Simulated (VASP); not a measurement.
The system is In2GaP3.

```xyz
6
Lattice="3.8698 0.0000 0.0000 0.0000 3.8698 0.0000 0.0000 0.0000 8.5414" Properties=species:S:1:pos:R:3 pbc="T T T"
In    0.0000    1.9349    6.2907
In    1.9349    0.0000    2.2506
Ga    0.0000    0.0000    0.0000
P     1.9349    1.9349    0.0000
P     0.0000    1.9349    3.2756
P     1.9349    0.0000    5.2657
```

The cell was built from a structure type or drawn by symmetry, and may not be a known phase.

* Program: VASP 6.6.1
* Task: relaxation of cell and atoms
* Functional: PBE
* Potentials or basis: VASP PAW PBE potentials, release 64 (In_d, Ga_d, P)
* Cutoff: 600 eV
* k mesh: 4 × 4 × 2
* Occupations: gaussian, width 0.1 eV
* Spin: no spin polarisation

At the start: pressure -3.0 GPa; volume 21.32 Å³/atom.

Question: How do energy, volume and symmetry change on relaxing?

Answer: Over 48 steps the energy falls by 194.4 meV/atom and the volume is 19.83 Å³/atom (-7.0 %); space group P-4m2 (No. 115, to 0.1 Å) before and after.

Step by step:
| step | energy change (eV) | largest force (eV/Å) | pressure (GPa) | volume (Å³) |
| --- | --- | --- | --- | --- |
| 1 | 0.0000 | 0.9090 | -2.98 | 127.91 |
| 3 | -0.1519 | 0.8936 | 1.15 | 118.10 |
| 5 | -0.1496 | 0.8913 | 2.36 | 117.17 |
| 7 | -0.3193 | 0.5054 | 3.37 | 116.22 |
| 9 | -0.4176 | 0.5144 | -0.85 | 124.35 |
| 11 | -0.6196 | 0.2244 | 0.54 | 123.19 |
| 13 | -0.6632 | 0.2716 | 0.18 | 125.96 |
| 15 | -0.6751 | 0.3359 | -0.67 | 129.32 |
| 17 | -0.8282 | 0.3566 | -0.79 | 130.49 |
| 19 | -1.0220 | 0.0728 | -2.37 | 130.60 |
| 21 | -1.0452 | 0.1646 | -1.34 | 127.50 |
| 23 | -1.0680 | 0.0767 | -0.02 | 125.08 |
| 25 | -1.0727 | 0.0724 | 0.09 | 124.67 |
| 27 | -1.0790 | 0.2545 | -0.38 | 124.29 |
| 29 | -1.1052 | 0.2873 | 0.29 | 122.00 |
| 31 | -1.1237 | 0.2495 | 1.09 | 118.54 |
| 33 | -1.1319 | 0.1953 | 0.64 | 118.56 |
| 35 | -1.1343 | 0.1880 | 0.43 | 118.94 |
| 37 | -1.1377 | 0.1697 | -0.44 | 120.74 |
| 39 | -1.1400 | 0.1714 | -0.22 | 120.28 |
| 41 | -1.1548 | 0.1332 | 0.07 | 119.59 |
| 43 | -1.1642 | 0.0589 | 0.05 | 119.16 |
| 45 | -1.1654 | 0.0591 | -0.02 | 119.19 |
| 47 | -1.1660 | 0.0504 | 0.12 | 118.84 |
| 48 | -1.1664 | 0.0354 | 0.01 | 119.01 |

Final structure:
```
In Ga P
1.0
     3.85175    0.00000    0.00000
     0.00000    3.85175    0.00000
     0.00000    0.00000    8.02165
In Ga P
2 1 3
Cartesian
  0.0000 1.9259 5.1696
  1.9259 0.0000 2.8521
  0.0000 0.0000 0.0000
  1.9259 1.9259 0.0000
  0.0000 1.9259 2.3127
  1.9259 0.0000 5.7089
```

Caveat: the k points lie up to 0.41 Å⁻¹ apart in the final cell, too coarse for converged energies and pressures of a metal; spin-orbit coupling is left out, which moves the levels of the heavy elements.
